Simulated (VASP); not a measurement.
# ScTa3F (P4/mmm) in VASP: further runs

The runs below take ScTa3F through single point, with PBE.

Everything below comes from runs of VASP 6.6.1. Logs are shortened: lines on timing, memory, paths and dates and some standing lists are left out, and cuts for length are marked.

## (1) The cell of the first run

It takes space group P4/mmm (No. 123, tetragonal). Conventional cell: a = 3.358 Å, b = 3.358 Å, c = 7.494 Å, α = 90.00°, β = 90.00°, γ = 90.00°. Sc (site symmetry 4/mmm) has 4 F at 2.37 Å within 3.1 Å. Ta (site symmetry 4mm) has 1 F at 2.27 Å and 5 Ta at 2.80 to 2.95 Å within 3.0 Å. Ta (site symmetry 4/mmm) has 12 Ta at 2.80 to 3.36 Å and 2 Sc at 3.75 Å within 3.8 Å. F (site symmetry 4/mmm) has 2 Ta at 2.27 Å and 4 Sc at 2.37 Å within 3.0 Å.

The cell was generated, and may not be a known phase.

## (2) Single point, PBE

Input file INCAR:

```
SYSTEM = ScTa3F
  ALGO = Normal
  EDIFF = 1E-6
  ENCUT = 520
  GGA = PE
  ISIF = 2
  ISMEAR = 0
  LASPH = .TRUE.
  LCHARG = .FALSE.
  LREAL = .FALSE.
  LWAVE = .FALSE.
  NBANDS = 34
  NELM = 80
  PREC = Accurate
  SIGMA = 0.1
```

Input file KPOINTS:

```
k-points
0
G
  4 4 4
  0 0 0
```

Input file POSCAR:

```
ScTa3F
1.0
    3.3581175193      0.0000000000      0.0000000000
    0.0000000000      3.3581175193      0.0000000000
    0.0000000000      0.0000000000      7.4935573108
Sc Ta F
1 3 1
Direct
    0.0000000000      0.0000000000      0.5000000000
    0.5000000000      0.5000000000      0.1968311508
    0.5000000000      0.5000000000      0.8031688492
    0.0000000000      0.0000000000      0.0000000000
    0.5000000000      0.5000000000      0.5000000000
```

Potentials or basis: VASP PAW PBE potentials, release 64 (Sc_sv, Ta_pv, F).

Started as:

```console
> cat potpaw_PBE.64/Sc_sv/POTCAR potpaw_PBE.64/Ta_pv/POTCAR potpaw_PBE.64/F/POTCAR > POTCAR
> mpirun -np 1 vasp_std > vasp.out
```

OUTCAR:

```text
SYSTEM = ScTa3F
   EDIFF = 1E-6
   ENCUT = 520
   GGA = PE
   ISIF = 2
   ISMEAR = 0
   LASPH = .TRUE.
   LREAL = .FALSE.
   NELM = 80
   PREC = Accurate

 ion  position               nearest neighbor table
   1  0.000  0.000  0.500-   5 2.37   5 2.37   5 2.37   5 2.37   3 3.29   3 3.29   2 3.29   3 3.29
                             2 3.29   2 3.29   3 3.29   2 3.29
   2  0.500  0.500  0.197-   5 2.27   4 2.80   4 2.80   4 2.80   4 2.80   3 2.95   1 3.29   1 3.29
                             1 3.29   1 3.29
   3  0.500  0.500  0.803-   5 2.27   4 2.80   4 2.80   4 2.80   4 2.80   2 2.95   1 3.29   1 3.29
                             1 3.29   1 3.29
   4  0.000  0.000  0.000-   2 2.80   3 2.80   2 2.80   3 2.80   2 2.80   3 2.80   2 2.80   3 2.80

   5  0.500  0.500  0.500-   2 2.27   3 2.27   1 2.37   1 2.37   1 2.37   1 2.37

  LATTYP: Found a simple tetragonal cell.
 ALAT       =     3.3581175193
 C/A-ratio  =     2.2314756014

  Lattice vectors:

 A1 = (   3.3581175193,   0.0000000000,   0.0000000000)
 A2 = (   0.0000000000,   3.3581175193,   0.0000000000)
 A3 = (   0.0000000000,   0.0000000000,   7.4935573108)

Analysis of symmetry for initial positions (statically):
=====================================================================
 Subroutine PRICEL returns:
 Original cell was already a primitive cell.

 Routine SETGRP: Setting up the symmetry group for a
 simple tetragonal supercell.

 Subroutine GETGRP returns: Found 16 space group operations
 (whereof 16 operations were pure point group operations)
 out of a pool of 16 trial point group operations.

The static configuration has the point symmetry D_4h.

Analysis of symmetry for dynamics (positions and initial velocities):
=====================================================================
 Subroutine PRICEL returns:
 Original cell was already a primitive cell.

 Routine SETGRP: Setting up the symmetry group for a
 simple tetragonal supercell.

 Subroutine GETGRP returns: Found 16 space group operations
 (whereof 16 operations were pure point group operations)
 out of a pool of 16 trial point group operations.

The dynamic configuration has the point symmetry D_4h.

 Subroutine INISYM returns: Found 16 space group operations
 (whereof 16 operations are pure point group operations),
 and found     1 'primitive' translations

[... 93 lines left out ...]
   EDIFF  = 0.1E-05   stopping-criterion for ELM
   LREAL  =      F    real-space projection
   EDIFFG = 0.1E-04   stopping-criterion for IOM
   NSW    =      0    number of steps for IOM
   IBRION =     -1    ionic relax: 0-MD 1-quasi-New 2-CG
   NFREE  =      0    steps in history (QN), initial steepest desc. (CG)
   ISIF   =      2    stress and relaxation
   ISYM   =      2    0-nonsym 1-usesym 2-fastsym
   POTIM  = 0.5000    time-step for ionic-motion
   TEBEG  =    0.0;   TEEND  =   0.0 temperature during run
   PSTRESS=    0.0 pullay stress
   NELECT =      51.0000    total number of electrons
   NUPDOWN=      -1.0000    fix difference up-down
   EMIN   =  10.00;   EMAX   =-10.00  energy-range for DOS
   EFERMI =   0.00;   METHOD = LEGACY
   ISMEAR =     0;   SIGMA  =   0.10  broadening in eV -4-tet -1-fermi 0-gaus
   EFERMI_NEDOS =   21; number of points for ismear=-14 and -15
   IALGO  =     38    algorithm
   IMIX   =      4    mixing-type and parameters
     AMIX     =   0.40;   BMIX     =  1.00
     AMIX_MAG =   1.60;   BMIX_MAG =  1.00
  volume/ion in A,a.u.               =      16.90       114.05
  Fermi-wavevector in a.u.,A,eV,Ry     =   1.383476  2.614390 26.041629  1.914006
  Thomas-Fermi vector in A             =   2.508070
   LORBIT       =      0    0 simple, 1 ext, 2 COOP (PROOUT), +10 PAW based schemes
   GGA     = PE    functional components
   LHFCALC =     F    Hartree Fock is set to
   AEXX    =    0.0000 exact exchange contribution
   IVDW    =     0    specifies the selected vdW correction
   LEPSILON=     F    determine dielectric tensor
   LRPA    =     F    only Hartree local field effects (RPA)
 non-spin polarized calculation
 Gauss-broadening in eV      SIGMA  =   0.10
  energy-cutoff  :      520.00
  volume of cell :       84.50
 maximum number of plane-waves:      2299
 NGX is ok and might be reduce to    28
   NGX = 13   NGY = 13   NGZ = 27

 number of electron      50.9999992 magnetization

 Free energy of the ion-electron system (eV)
  ---------------------------------------------------
  ext. energy  EPLUGINS =         0.00000000
  ---------------------------------------------------
  free energy    TOTEN  =       -46.55721131 eV

  energy without entropy =      -46.54106863  energy(sigma->0) =      -46.54913997

 E-fermi :   5.7116     XC(G=0): -11.8395

 val. band max:        5.7083325261   @ k =   0.5000   0.2500   0.2500
 cond. band min:       5.7855253363   @ k =   0.2500   0.2500   0.5000
 fundamental gap:      0.0771928102
 Fermi energy:         5.7116185058

 k-point     1 :       0.0000    0.0000    0.0000
  band No.  band energies     occupation
      1     -44.3717      2.00000
      2     -28.9241      2.00000
      3     -28.6901      2.00000
      4     -28.6356      2.00000
      5     -28.6356      2.00000
      6     -28.4016      2.00000
[... 655 lines left out ...]
     33       9.3446      0.00000
     34       9.8489      0.00000

------------------------ aborting loop because EDIFF is reached ----------------------------------------

  FORCE on cell =-STRESS in cart. coord.  units (eV):
  Direction    XX          YY          ZZ          XY          YZ          ZX
  --------------------------------------------------------------------------------------
  -------------------------------------------------------------------------------------
  Total        0.0571982      0.0571982      0.0951144      0.0000000     -0.0000000      0.0000000
  in kB        1.0844593      1.0844593      1.8033371      0.0000000     -0.0000000      0.0000000
  external PRESSURE =       1.3240852 kB  Pullay stress =       0.0000000 kB

 VOLUME and BASIS-vectors are now :
 -----------------------------------------------------------------------------
  energy-cutoff  :      520.00
  volume of cell :       84.50
      direct lattice vectors                 reciprocal lattice vectors
     3.358117519  0.000000000  0.000000000     0.297785886  0.000000000  0.000000000
     0.000000000  3.358117519  0.000000000     0.000000000  0.297785886  0.000000000
     0.000000000  0.000000000  7.493557311     0.000000000  0.000000000  0.133447969

 POSITION                                       TOTAL-FORCE (eV/Angst)
 -----------------------------------------------------------------------------------
      0.00000      0.00000      3.74678         0.000000      0.000000      0.000000
      1.67906      1.67906      1.47497         0.000000     -0.000000     -0.028494
      1.67906      1.67906      6.01859        -0.000000      0.000000      0.028494
      0.00000      0.00000      0.00000         0.000000      0.000000      0.000000
      1.67906      1.67906      3.74678         0.000000      0.000000      0.000000
 -----------------------------------------------------------------------------------
    total drift:                                0.000000      0.000000      0.000000

  FREE ENERGIE OF THE ION-ELECTRON SYSTEM (eV)
  ---------------------------------------------------
  free  energy   TOTEN  =       -46.5572113131 eV

  energy  without entropy=      -46.5410686296  energy(sigma->0) =      -46.54913997
```

stdout:

```text
POSCAR found type information on POSCAR ScTaF
 POSCAR found :  3 types and       5 ions
 scaLAPACK will be used
 LDA part: xc-table for (Slater+PW92), standard interpolation
 POSCAR, INCAR and KPOINTS ok, starting setup
 FFT: planning ... GRIDC
 FFT: planning ... GRID_SOFT
 FFT: planning ... GRID
 WAVECAR not read
 entering main loop
```

Wall time 88 s (1 thread of Oxide Virtual Turin-like, shared host); peak memory 0.19 GiB.

Results:

```
Free energy            : -46.5572 eV
Pressure               : 0.1 GPa
Largest force          : 0.028 eV/Å
Band gap on the k mesh : zero (an odd number of electrons rules out a gap without spin polarisation)
```

Forces in eV/Å, atoms in the order of the input:
```
Sc   0.000  0.000  0.000
Ta   0.000  0.000 -0.028
Ta   0.000  0.000  0.028
Ta   0.000  0.000  0.000
F    0.000  0.000  0.000
```

Levels at points of the mesh, in eV from the Fermi level:
```tsv
k point	band 21	band 22	band 23	band 24	band 25	band 26	band 27	band 28	band 29	band 30
(0.00, 0.00, 0.00)	-3.40	-1.11	-0.90	-0.57	0.24	0.50	0.50	0.95	0.95	1.36
(0.50, 0.00, 0.00)	-2.18	-1.53	-1.28	-0.85	-0.79	0.83	0.96	1.00	2.05	2.16
(0.50, 0.50, 0.00)	-1.61	-1.50	-1.19	-1.19	-1.00	-1.00	1.40	2.00	2.00	2.54
(0.00, 0.00, 0.50)	-3.10	-1.86	0.09	0.17	0.20	0.20	0.28	0.78	0.78	1.74
(0.50, 0.00, 0.50)	-1.71	-1.61	-1.42	-1.16	-0.53	0.43	1.21	1.28	1.98	2.03
(0.50, 0.50, 0.50)	-2.05	-2.05	-1.23	-1.23	0.09	0.09	1.03	1.03	1.26	2.89
```

Caveat: the k points lie up to 0.47 Å⁻¹ apart, too coarse for converged energies and pressures of a metal; spin-orbit coupling is left out, which moves the levels of the heavy elements.

## (3) Single point, PBE

This run uses another cell than the first one, of 16.84 Å³/atom.

Input file INCAR:

```
PREC = Accurate ; ENCUT = 520
EDIFF = 1E-6 ; ISMEAR = 0
SIGMA = 0.1 ; LREAL = False
LASPH = True ; NELM = 100
ALGO = Normal ; ISIF = 2
LWAVE = False ; LCHARG = True
GGA = PE ; LELF = True
LVHAR = True ; NBANDS = 34
```

Input file KPOINTS:

```
regular mesh
0
Gamma
  6 6 2
```

Input file POSCAR:

```
ScTa3F
1.0
    3.3285884065      0.0000000000      0.0000000000
    0.0000000000      3.3285884065      0.0000000000
    0.0000000000      0.0000000000      7.5999154802
Sc Ta F
1 3 1
Direct
    0.0000000000      0.0000000000      0.5000000000
    0.5000000000      0.5000000000      0.1979820917
    0.5000000000      0.5000000000      0.8020179083
    0.0000000000      0.0000000000      0.0000000000
    0.5000000000      0.5000000000      0.5000000000
```

Potentials or basis: VASP PAW PBE potentials, release 64 (Sc_sv, Ta_pv, F).

Started as:

```console
> cat potpaw_PBE.64/Sc_sv/POTCAR potpaw_PBE.64/Ta_pv/POTCAR potpaw_PBE.64/F/POTCAR > POTCAR
> mpirun -np 1 vasp_std > vasp.out
```

It took 87 s on 1 thread of Oxide Virtual Turin-like, shared host; peak memory 0.2 GiB.

Results (log left out):

```
Free energy            : -46.5123 eV
Pressure               : 0.1 GPa
Largest force          : 0.020 eV/Å
Band gap on the k mesh : zero (an odd number of electrons rules out a gap without spin polarisation)
```

Forces in eV/Å, atoms in the order of the input:
```
Sc   0.000  0.000  0.000
Ta   0.000  0.000 -0.020
Ta   0.000  0.000  0.020
Ta   0.000  0.000  0.000
F    0.000  0.000  0.000
```

Levels at points of the mesh, in eV from the Fermi level:
```tsv
k point	band 22	band 23	band 24	band 25	band 26	band 27	band 28	band 29
(0.00, 0.00, 0.00)	-1.17	-0.80	-0.52	0.50	0.50	0.50	1.12	1.12
(0.50, 0.00, 0.00)	-1.35	-1.19	-0.87	-0.71	0.89	1.02	1.15	1.94
(0.50, 0.50, 0.00)	-1.57	-1.08	-1.08	-0.93	-0.93	1.62	2.13	2.13
(0.00, 0.00, 0.50)	-1.82	0.08	0.22	0.37	0.37	0.54	0.77	0.77
(0.50, 0.00, 0.50)	-1.42	-1.41	-1.09	-0.46	0.54	1.35	1.36	1.95
(0.50, 0.50, 0.50)	-1.97	-1.34	-1.34	0.25	0.25	1.10	1.10	1.46
```

Caveat: the k points lie up to 0.41 Å⁻¹ apart, too coarse for converged energies and pressures of a metal; spin-orbit coupling is left out, which moves the levels of the heavy elements.

[end of part 1 of 2]

The gap in the log of VASP goes by the Fermi energy; the results here count the filled bands.